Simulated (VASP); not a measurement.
# NbSb (F-43m) in VASP: a series of runs

NbSb is run at these levels: PBE; tasks: single point.

Program: VASP 6.6.1. These are calculated values, not measurements. Logs are shortened: lines on timing, memory, paths and dates and some standing lists are left out, and cuts for length are marked.

## 1. The cell of the first run

Symmetry: F-43m, No. 216, cubic system. The conventional cell has a = 6.438 Å, b = 6.438 Å, c = 6.438 Å, α = 90.00°, β = 90.00°, γ = 90.00°. Nb (site symmetry -43m) has 4 Sb at 2.79 Å within 3.7 Å. Sb (site symmetry -43m) has 4 Nb at 2.79 Å within 3.7 Å.

## 2. Single point, PBE (33.35 Å³/atom)

Input file INCAR:

```
  ALGO = Normal
  EDIFF = 1E-6
  ENCUT = 500
  GGA = PE
  GGA_COMPAT = False
  ISIF = 2
  ISMEAR = 0
  LASPH = True
  LCHARG = True
  LELF = True
  LREAL = False
  LVHAR = True
  LWAVE = False
  NBANDS = 16
  NELM = 120
  PREC = Accurate
  SIGMA = 0.05
```

Input file KPOINTS:

```
k-points
0
Gamma
  10 10 10
```

Input file POSCAR:

```
NbSb
1.0
    0.0000000000      3.2187986498      3.2187986498
    3.2187986498      0.0000000000      3.2187986498
    3.2187986498      3.2187986498      0.0000000000
Nb Sb
1 1
Direct
    0.0000000000      0.0000000000      0.0000000000
    0.2500000000      0.2500000000      0.2500000000
```

Potentials or basis: VASP PAW PBE potentials, release 64 (Nb_sv, Sb).

Command:

```console
cat potpaw_PBE.64/Nb_sv/POTCAR potpaw_PBE.64/Sb/POTCAR > POTCAR
mpirun -np 1 vasp_std > vasp.out
```

OUTCAR:

```text
EDIFF = 1E-6
   ENCUT = 500
   GGA = PE
   ISIF = 2
   ISMEAR = 0
   LASPH = True
   LREAL = False
   NELM = 120
   PREC = Accurate

 ion  position               nearest neighbor table
   1  0.000  0.000  0.000-   2 2.79   2 2.79   2 2.79   2 2.79
   2  0.250  0.250  0.250-   1 2.79   1 2.79   1 2.79   1 2.79

  LATTYP: Found a face centered cubic cell.
 ALAT       =     6.4375972996

  Lattice vectors:

 A1 = (   0.0000000000,   3.2187986498,   3.2187986498)
 A2 = (   3.2187986498,   0.0000000000,   3.2187986498)
 A3 = (   3.2187986498,   3.2187986498,   0.0000000000)

Analysis of symmetry for initial positions (statically):
=====================================================================
 Subroutine PRICEL returns:
 Original cell was already a primitive cell.

 Routine SETGRP: Setting up the symmetry group for a
 face centered cubic supercell.

 Subroutine GETGRP returns: Found 24 space group operations
 (whereof 24 operations were pure point group operations)
 out of a pool of 48 trial point group operations.

The static configuration has the point symmetry T_d .

Analysis of symmetry for dynamics (positions and initial velocities):
=====================================================================
 Subroutine PRICEL returns:
 Original cell was already a primitive cell.

 Routine SETGRP: Setting up the symmetry group for a
 face centered cubic supercell.

 Subroutine GETGRP returns: Found 24 space group operations
 (whereof 24 operations were pure point group operations)
 out of a pool of 48 trial point group operations.

The dynamic configuration has the point symmetry T_d .

 Subroutine INISYM returns: Found 24 space group operations
 (whereof 24 operations are pure point group operations),
 and found     1 'primitive' translations

----------------------------------------------------------------------------------------

                                     Primitive cell

  volume of cell :      66.6978

  direct lattice vectors                    reciprocal lattice vectors
     0.000000000  3.218798650  3.218798650    -0.155337458  0.155337458  0.155337458
     3.218798650  0.000000000  3.218798650     0.155337458 -0.155337458  0.155337458
     3.218798650  3.218798650  0.000000000     0.155337458  0.155337458 -0.155337458

  length of vectors
[... 80 lines left out ...]
   ENCUT  =  500.0 eV  36.75 Ry    6.06 a.u.   8.30  8.30  8.30*2*pi/ulx,y,z
   NELM   =    120;   NELMIN=  2; NELMDL= -5     # of ELM steps
   EDIFF  = 0.1E-05   stopping-criterion for ELM
   LREAL  =      F    real-space projection
   EDIFFG = 0.1E-04   stopping-criterion for IOM
   NSW    =      0    number of steps for IOM
   IBRION =     -1    ionic relax: 0-MD 1-quasi-New 2-CG
   NFREE  =      0    steps in history (QN), initial steepest desc. (CG)
   ISIF   =      2    stress and relaxation
   ISYM   =      2    0-nonsym 1-usesym 2-fastsym
   POTIM  = 0.5000    time-step for ionic-motion
   TEBEG  =    0.0;   TEEND  =   0.0 temperature during run
   PSTRESS=    0.0 pullay stress
   NELECT =      18.0000    total number of electrons
   NUPDOWN=      -1.0000    fix difference up-down
   EMIN   =  10.00;   EMAX   =-10.00  energy-range for DOS
   EFERMI =   0.00;   METHOD = LEGACY
   ISMEAR =     0;   SIGMA  =   0.05  broadening in eV -4-tet -1-fermi 0-gaus
   EFERMI_NEDOS =   21; number of points for ismear=-14 and -15
   IALGO  =     38    algorithm
   IMIX   =      4    mixing-type and parameters
     AMIX     =   0.40;   BMIX     =  1.00
     AMIX_MAG =   1.60;   BMIX_MAG =  1.00
  volume/ion in A,a.u.               =      33.35       225.05
  Fermi-wavevector in a.u.,A,eV,Ry     =   1.057942  1.999220 15.228202  1.119241
  Thomas-Fermi vector in A             =   2.193233
   LORBIT       =      0    0 simple, 1 ext, 2 COOP (PROOUT), +10 PAW based schemes
   GGA     = PE    functional components
   LHFCALC =     F    Hartree Fock is set to
   AEXX    =    0.0000 exact exchange contribution
   IVDW    =     0    specifies the selected vdW correction
   LEPSILON=     F    determine dielectric tensor
   LRPA    =     F    only Hartree local field effects (RPA)
 non-spin polarized calculation
 Gauss-broadening in eV      SIGMA  =   0.05
  energy-cutoff  :      500.00
  volume of cell :       66.70
 maximum number of plane-waves:      1717
 NGX is ok and might be reduce to    36
   NGX = 17   NGY = 17   NGZ = 17

 number of electron      17.9999999 magnetization

 Free energy of the ion-electron system (eV)
  ---------------------------------------------------
  ext. energy  EPLUGINS =         0.00000000
  ---------------------------------------------------
  free energy    TOTEN  =       -12.47636731 eV

  energy without entropy =      -12.47133701  energy(sigma->0) =      -12.47385216

 E-fermi :   5.2227     XC(G=0):  -9.0521

 val. band max:        5.2222762143   @ k =   0.1000   0.0000   0.0000
 cond. band min:       5.2254590798   @ k =  -0.3000   0.5000   0.2000
 fundamental gap:      0.0031828654
 Fermi energy:         5.2227147385

 k-point     1 :       0.0000    0.0000    0.0000
  band No.  band energies     occupation
      1     -50.3010      2.00000
      2     -26.3541      2.00000
      3     -26.3541      2.00000
      4     -26.3541      2.00000
      5      -4.5898      2.00000
      6       2.7067      2.00000
[... 433 lines left out ...]
      3     -26.3602      2.00000
      4     -26.3598      2.00000
      5      -3.7820      2.00000
      6       1.6733      2.00000
[... 8 lines left out ...]
     15      11.2654      0.00000
     16      13.6455      0.00000

 [... further k-points ...]

------------------------ aborting loop because EDIFF is reached ----------------------------------------

  FORCE on cell =-STRESS in cart. coord.  units (eV):
  Direction    XX          YY          ZZ          XY          YZ          ZX
  --------------------------------------------------------------------------------------
  -------------------------------------------------------------------------------------
  Total       -1.6979517     -1.6979517     -1.6979517      0.0000000     -0.0000000      0.0000000
  in kB      -40.7872558    -40.7872558    -40.7872558      0.0000000     -0.0000000      0.0000000
  external PRESSURE =     -40.7872558 kB  Pullay stress =       0.0000000 kB

 VOLUME and BASIS-vectors are now :
 -----------------------------------------------------------------------------
  energy-cutoff  :      500.00
  volume of cell :       66.70
      direct lattice vectors                 reciprocal lattice vectors
     0.000000000  3.218798650  3.218798650    -0.155337458  0.155337458  0.155337458
     3.218798650  0.000000000  3.218798650     0.155337458 -0.155337458  0.155337458
     3.218798650  3.218798650  0.000000000     0.155337458  0.155337458 -0.155337458

 POSITION                                       TOTAL-FORCE (eV/Angst)
 -----------------------------------------------------------------------------------
      0.00000      0.00000      0.00000        -0.000000      0.000000      0.000000
      1.60940      1.60940      1.60940         0.000000     -0.000000     -0.000000
 -----------------------------------------------------------------------------------
    total drift:                                0.000000      0.000000      0.000000

  FREE ENERGIE OF THE ION-ELECTRON SYSTEM (eV)
  ---------------------------------------------------
  free  energy   TOTEN  =       -12.4763673077 eV

  energy  without entropy=      -12.4713370137  energy(sigma->0) =      -12.47385216
```

It took 46 s on 1 thread of Intel Xeon Platinum 8259CL at 2.50GHz (Skylake/Cascade Lake), shared host; peak memory 0.23 GiB.

Results:

| Item | Value |
| --- | --- |
| Free energy | -12.4764 eV |
| Pressure | -4.1 GPa |
| Band gap on the k mesh | zero (bands 9 and 10 overlap by 0.28 eV) |

Levels at points of the mesh, in eV from the Fermi level:
```tsv
k point	band 5	band 6	band 7	band 8	band 9	band 10	band 11	band 12	band 13	band 14
(0.00, 0.00, 0.00)	-9.81	-2.52	-2.52	-2.52	0.02	0.02	2.56	4.70	4.70	4.70
(0.50, 0.00, 0.00)	-9.04	-3.49	-2.23	-2.23	0.21	0.21	0.33	2.67	2.67	4.03
(0.50, 0.50, 0.00)	-8.78	-3.77	-1.63	-1.63	-0.60	0.38	0.41	0.99	0.99	5.28
```

Caveat: the cell stands under tension; spin-orbit coupling is left out, which moves the levels of the heavy elements.

## 3. Single point, PBE (34.28 Å³/atom)

This run uses another cell than the first one, of 34.28 Å³/atom.

Input file INCAR:

```
PREC     = Accurate       # precision mode
ENCUT    = 500            # plane-wave cutoff, eV
EDIFF    = 1E-6           # SCF threshold, eV
ISMEAR   = 0              # smearing method
SIGMA    = 0.05           # smearing width, eV
LREAL    = F              # projectors in reciprocal space
LASPH    = T              # aspherical terms in the spheres
NELM     = 120            # most SCF steps
ALGO     = Normal         # electronic algorithm
ISIF     = 2              # what is computed and relaxed
LWAVE    = F              # write WAVECAR
LCHARG   = F              # write CHGCAR
GGA      = PE             # functional
NBANDS   = 16             # bands
GGA_COMPAT= F
```

Input file KPOINTS:

```
regular mesh
0
Gamma
  10 10 10
```

Input file POSCAR:

```
NbSb
1.0
    0.0000000000      3.2486040368      3.2486040368
    3.2486040368      0.0000000000      3.2486040368
    3.2486040368      3.2486040368      0.0000000000
Nb Sb
1 1
Direct
    0.0000000000      0.0000000000      0.0000000000
    0.2500000000      0.2500000000      0.2500000000
```

Potentials or basis: VASP PAW PBE potentials, release 64 (Nb_sv, Sb).

Command:

```console
cat potpaw_PBE.64/Nb_sv/POTCAR potpaw_PBE.64/Sb/POTCAR > POTCAR
mpirun -np 1 vasp_std > vasp.out
```

Run time: 45 s. Hardware: 1 thread of Intel Xeon Platinum 8259CL at 2.50GHz (Skylake/Cascade Lake), shared host; peak memory 0.23 GiB.

Results (log left out):

* Free energy: -12.4215 eV
* Pressure: -5.4 GPa
* Band gap on the k mesh: zero (bands 9 and 10 overlap by 0.26 eV)

Levels at points of the mesh, in eV from the Fermi level:
| k point | band 7 | band 8 | band 9 | band 10 | band 11 | band 12 |
| --- | --- | --- | --- | --- | --- | --- |
| (0.00, 0.00, 0.00) | -2.46 | -2.46 | 0.03 | 0.03 | 2.45 | 4.54 |
| (0.50, 0.00, 0.00) | -2.18 | -2.18 | 0.20 | 0.20 | 0.31 | 2.59 |
| (0.50, 0.50, 0.00) | -1.61 | -1.61 | -0.56 | 0.34 | 0.40 | 0.96 |

Caveat: the cell stands under tension; spin-orbit coupling is left out, which moves the levels of the heavy elements.
